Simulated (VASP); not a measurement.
# MnF2 (P4_2/mnm) in VASP: a series of runs, part 2 of 2

VASP 6.6.1. Earlier steps stand in the parts before.

### Step 5. Single point, PBE+U, collinear spin, ferromagnetic start

INCAR reads:

```
  PREC = Accurate
  ENCUT = 520
  EDIFF = 1E-6
  ISMEAR = 0
  SIGMA = 0.02
  LREAL = F
  LASPH = T
  NELM = 150
  ALGO = Normal
  ISIF = 2
  LWAVE = F
  LCHARG = F
  ISPIN = 2
  MAGMOM = 0 0 0 0 3 3
  LORBIT = 11
  NUPDOWN = 6.0
  LMAXMIX = 4
  LDAU = T
  LDAUTYPE = 2
  LDAUL = -1 2
  LDAUU = 0 3.9
  LDAUJ = 0 0
  LDAUPRINT = 1
  GGA = PE
  NBANDS = 40
```

KPOINTS reads:

```
regular mesh
0
Gamma
  5 5 6
```

POSCAR reads:

```
MnF2
1.0
    4.8509000000      0.0000000000      0.0000000000
    0.0000000000      4.8509000000      0.0000000000
    0.0000000000      0.0000000000      3.3043000000
F Mn
4 2
Direct
    0.3046000000      0.3046000000      0.0000000000
    0.1954000000      0.8046000000      0.5000000000
    0.6954000000      0.6954000000      0.0000000000
    0.8046000000      0.1954000000      0.5000000000
    0.0000000000      0.0000000000      0.0000000000
    0.5000000000      0.5000000000      0.5000000000
```

Potentials or basis: VASP PAW PBE potentials, release 64 (F, Mn_pv).

The run is started by

```bash
> cat potpaw_PBE.64/F/POTCAR potpaw_PBE.64/Mn_pv/POTCAR > POTCAR
> mpirun -np 1 vasp_std > vasp.out
```

OUTCAR:

```text
PREC = Accurate
   ENCUT = 520
   EDIFF = 1E-6
   ISMEAR = 0
   LREAL = F
   LASPH = T
   NELM = 150
   ISIF = 2
   ISPIN = 2
   LORBIT = 11
   NUPDOWN = 6.0
   GGA = PE

 ion  position               nearest neighbor table
   1  0.305  0.305  0.000-   5 2.09   6 2.13   6 2.13
   2  0.195  0.805  0.500-   6 2.09   5 2.13   5 2.13
   3  0.695  0.695  0.000-   5 2.09   6 2.13   6 2.13
   4  0.805  0.195  0.500-   6 2.09   5 2.13   5 2.13
   5  0.000  0.000  0.000-   1 2.09   3 2.09   2 2.13   4 2.13   2 2.13   4 2.13
   6  0.500  0.500  0.500-   2 2.09   4 2.09   3 2.13   1 2.13   1 2.13   3 2.13

  LATTYP: Found a simple tetragonal cell.
 ALAT       =     4.8509000000
 C/A-ratio  =     0.6811725659

  Lattice vectors:

 A1 = (   4.8509000000,   0.0000000000,   0.0000000000)
 A2 = (   0.0000000000,   4.8509000000,   0.0000000000)
 A3 = (   0.0000000000,   0.0000000000,   3.3043000000)

Analysis of symmetry for initial positions (statically):
=====================================================================
 Subroutine PRICEL returns:
 Original cell was already a primitive cell.

 Routine SETGRP: Setting up the symmetry group for a
 simple tetragonal supercell.

 Subroutine GETGRP returns: Found 16 space group operations
 (whereof  8 operations were pure point group operations)
 out of a pool of 16 trial point group operations.

The static configuration has the point symmetry D_2h.
 The point group associated with its full space group is D_4h.

Analysis of symmetry for dynamics (positions and initial velocities):
=====================================================================
 Subroutine PRICEL returns:
 Original cell was already a primitive cell.

 Routine SETGRP: Setting up the symmetry group for a
 simple tetragonal supercell.

 Subroutine GETGRP returns: Found 16 space group operations
 (whereof  8 operations were pure point group operations)
 out of a pool of 16 trial point group operations.

[... 247 lines left out ...]

 spin component 1

 k-point     1 :       0.0000    0.0000    0.0000
  band No.  band energies     occupation
      1     -46.3875      1.00000
      2     -46.3855      1.00000
      3     -45.8492      1.00000
      4     -45.8492      1.00000
      5     -45.2089      1.00000
      6     -45.2089      1.00000
[... 997 lines left out ...]
     38      12.4894      0.00000
     39      13.1315      0.00000
 Fermi energy:         2.9612043903

 spin component 2

 k-point     1 :       0.0000    0.0000    0.0000
  band No.  band energies     occupation
      1     -43.4685      1.00000
      2     -43.4685      1.00000
      3     -42.7647      1.00000
      4     -42.7647      1.00000
      5     -42.0441      1.00000
      6     -42.0412      1.00000
[... 997 lines left out ...]
     38      12.8631      0.00000
     39      13.6091      0.00000
 [bands above 39 left out]

------------------------ aborting loop because EDIFF is reached ----------------------------------------

  FORCE on cell =-STRESS in cart. coord.  units (eV):
  Direction    XX          YY          ZZ          XY          YZ          ZX
  --------------------------------------------------------------------------------------
  -------------------------------------------------------------------------------------
  Total        0.8175143      0.8175143      2.8443894      0.0000000      0.0000000      0.0000000
  in kB       16.8454185     16.8454185     58.6105130      0.0000000      0.0000000      0.0000000
  external PRESSURE =      30.7671167 kB  Pullay stress =       0.0000000 kB

 VOLUME and BASIS-vectors are now :
 -----------------------------------------------------------------------------
  energy-cutoff  :      520.00
  volume of cell :       77.75
      direct lattice vectors                 reciprocal lattice vectors
     4.850900000  0.000000000  0.000000000     0.206147313  0.000000000  0.000000000
     0.000000000  4.850900000  0.000000000     0.000000000  0.206147313  0.000000000
     0.000000000  0.000000000  3.304300000     0.000000000  0.000000000  0.302635959

 POSITION                                       TOTAL-FORCE (eV/Angst)
 -----------------------------------------------------------------------------------
      1.47758      1.47758      0.00000        -0.236401     -0.236401      0.000000
      0.94787      3.90303      1.65215         0.236401     -0.236401      0.000000
      3.37332      3.37332      0.00000         0.236401      0.236401      0.000000
      3.90303      0.94787      1.65215        -0.236401      0.236401      0.000000
      0.00000      0.00000      0.00000         0.000000     -0.000000      0.000000
      2.42545      2.42545      1.65215         0.000000     -0.000000      0.000000
 -----------------------------------------------------------------------------------
    total drift:                                0.000000      0.000000     -0.000000

  FREE ENERGIE OF THE ION-ELECTRON SYSTEM (eV)
  ---------------------------------------------------
  free  energy   TOTEN  =       -33.9896846919 eV

  energy  without entropy=      -33.9896846919  energy(sigma->0) =      -33.98968469

 total charge

# of ion       s       p       d       tot
------------------------------------------
    1        1.734   4.372   0.000   6.106
    2        1.734   4.372   0.000   6.106
    3        1.734   4.372   0.000   6.106
    4        1.734   4.372   0.000   6.106
    5        0.166   6.148   4.977  11.291
    6        0.166   6.148   4.977  11.291
--------------------------------------------------
tot          7.269  29.786   9.953  47.007

 magnetization (x)

# of ion       s       p       d       tot
------------------------------------------
    1        0.002   0.018   0.000   0.020
    2        0.002   0.018   0.000   0.020
    3        0.002   0.018   0.000   0.020
    4        0.002   0.018   0.000   0.020
    5        0.012   0.013   2.812   2.838
    6        0.012   0.013   2.812   2.838
--------------------------------------------------
tot          0.031   0.098   5.625   5.753
```

OSZICAR:

```text
N       E                     dE             d eps       ncg     rms          rms(c)
DAV:   1     0.683182648550E+03    0.68318E+03   -0.29959E+04  3912   0.153E+03
DAV:   2     0.273962437320E+02   -0.65579E+03   -0.61363E+03  3984   0.465E+02
DAV:   3    -0.311277939384E+02   -0.58524E+02   -0.57420E+02  4400   0.148E+02
[... 16 lines left out ...]
DAV:  20    -0.339888252570E+02   -0.10633E-02   -0.22624E-02  5416   0.528E-01    0.978E-02
DAV:  21    -0.339892661519E+02   -0.44089E-03   -0.45025E-02  5328   0.749E-01    0.630E-02
DAV:  22    -0.339896081418E+02   -0.34199E-03   -0.19878E-03  3872   0.242E-01    0.435E-02
DAV:  23    -0.339896761799E+02   -0.68038E-04   -0.69447E-04  4816   0.128E-01    0.156E-02
DAV:  24    -0.339896839614E+02   -0.77815E-05   -0.23052E-05  3792   0.285E-02    0.137E-02
DAV:  25    -0.339896846919E+02   -0.73045E-06   -0.93592E-06  3056   0.124E-02
   1 F= -.33989685E+02 E0= -.33989685E+02  d E =-.170156E-27  mag=     6.0000
```

stdout:

```text
POSCAR found type information on POSCAR F Mn
 POSCAR found :  2 types and       6 ions
 scaLAPACK will be used
 LDA part: xc-table for (Slater+PW92), standard interpolation
 POSCAR, INCAR and KPOINTS ok, starting setup
 FFT: planning ... GRIDC
 FFT: planning ... GRID_SOFT
 FFT: planning ... GRID
 WAVECAR not read
 entering main loop
```

Run time: 5.1 min. Hardware: 1 thread of Oxide Virtual Turin-like, shared host; peak memory 0.24 GiB.

Results:

```yaml
Free_energy: -33.9897 eV
Pressure: 3.1 GPa
Largest_force: 0.334 eV/Å
Net_moment: 6.00 μB per cell
Site_moments: F +0.02; Mn +2.84 μB
Valence_electrons_inside_the_program's_atomic_spheres: F 6.11; Mn 11.29
```

Forces in eV/Å, atoms in the order of the input:
```
F   -0.236 -0.236  0.000
F    0.236 -0.236  0.000
F    0.236  0.236  0.000
F   -0.236  0.236  0.000
Mn   0.000  0.000  0.000
Mn   0.000  0.000  0.000
```

Eigenvalues of the final occupation matrices:
```csv
site,spin,trace,eigenvalues
site 5 d,1,3.91,0.08 0.95 0.95 0.95 0.98
site 5 d,2,1.09,0.01 0.02 0.04 0.06 0.95
site 6 d,1,3.91,0.08 0.95 0.95 0.95 0.98
site 6 d,2,1.09,0.01 0.02 0.04 0.06 0.95
```

Caveat: the total moment is fixed, so each spin has its own Fermi level; only a ferromagnetic start was run, and an antiferromagnetic order may lie lower in energy. The state reached can hang on the start; a lower one may exist.

### Step 6. Single point, PBE+U, collinear spin, ferromagnetic start

INCAR reads:

```
  PREC = Accurate
  ENCUT = 520
  EDIFF = 1E-7
  ISMEAR = 0
  SIGMA = 0.02
  LREAL = F
  LASPH = T
  NELM = 150
  ALGO = Normal
  ISIF = 2
  LWAVE = F
  LCHARG = T
  ISPIN = 2
  MAGMOM = 0 0 0 0 5 5
  LORBIT = 11
  NUPDOWN = 10.0
  LMAXMIX = 4
  LDAU = T
  LDAUTYPE = 2
  LDAUL = -1 2
  LDAUU = 0 3.9
  LDAUJ = 0 0
  LDAUPRINT = 1
  GGA = PE
  LELF = T
  LVHAR = T
  NBANDS = 40
```

KPOINTS is that of step 5.

POSCAR is that of step 5.

Potentials or basis: VASP PAW PBE potentials, release 64 (F, Mn_pv).

The run is started by

```bash
> cat potpaw_PBE.64/F/POTCAR potpaw_PBE.64/Mn_pv/POTCAR > POTCAR
> mpirun -np 1 vasp_std > vasp.out
```

It took 4.6 min on 1 thread of Oxide Virtual Turin-like, shared host; peak memory 0.23 GiB.

It converged, with:

```
Free energy                                           : -37.8084 eV
Pressure                                              : 6.1 GPa
Largest force                                         : 0.012 eV/Å
Net moment                                            : 10.00 μB per cell
Site moments                                          : F +0.06; Mn +4.69 μB
Valence electrons inside the program's atomic spheres : F 6.12; Mn 11.27
```

Forces in eV/Å, atoms in the order of the input:
```
F   -0.009 -0.009  0.000
F    0.009 -0.009  0.000
F    0.009  0.009  0.000
F   -0.009  0.009  0.000
Mn   0.000  0.000  0.000
Mn   0.000  0.000  0.000
```

Stress tensor (GPa, compression positive):
```
5.92 0.00 0.00
0.00 5.92 0.00
0.00 0.00 6.35
```

Eigenvalues of the final occupation matrices:
```tsv
site	spin	trace	eigenvalues
site 5 d	1	4.81	0.95 0.95 0.95 0.98 0.99
site 5 d	2	0.16	0.01 0.01 0.01 0.06 0.06
site 6 d	1	4.81	0.95 0.95 0.95 0.98 0.99
site 6 d	2	0.16	0.01 0.01 0.01 0.06 0.06
```

Caveat: the total moment is fixed, so each spin has its own Fermi level; only a ferromagnetic start was run, and an antiferromagnetic order may lie lower in energy. The state reached can hang on the start; a lower one may exist.

### Step 7. The runs side by side

```csv
fixed moment (μB),pressure (GPa),moment (μB),largest force (eV/Å)
-,3.1,6.00,0.35
12.0,22.2,12.00,0.16
2.0,-9.1,2.00,0.12
6.0,3.1,6.00,0.33
10.0,6.1,10.00,0.01
```

Alike in all rows: task single point; level PBE+U; potentials or basis VASP PAW PBE potentials, release 64 (F, Mn_pv); spin collinear, ferromagnetic start; Mn d U = 3.9 eV; cell as given; k mesh 5 × 5 × 6; cutoff (eV) 520; smearing gaussian 0.02 eV.

Caveats: only a ferromagnetic start was run, and an antiferromagnetic order may lie lower in energy; the total moment is fixed, so each spin has its own Fermi level (some runs).

Absolute energies hang on the potentials; compare differences alone.
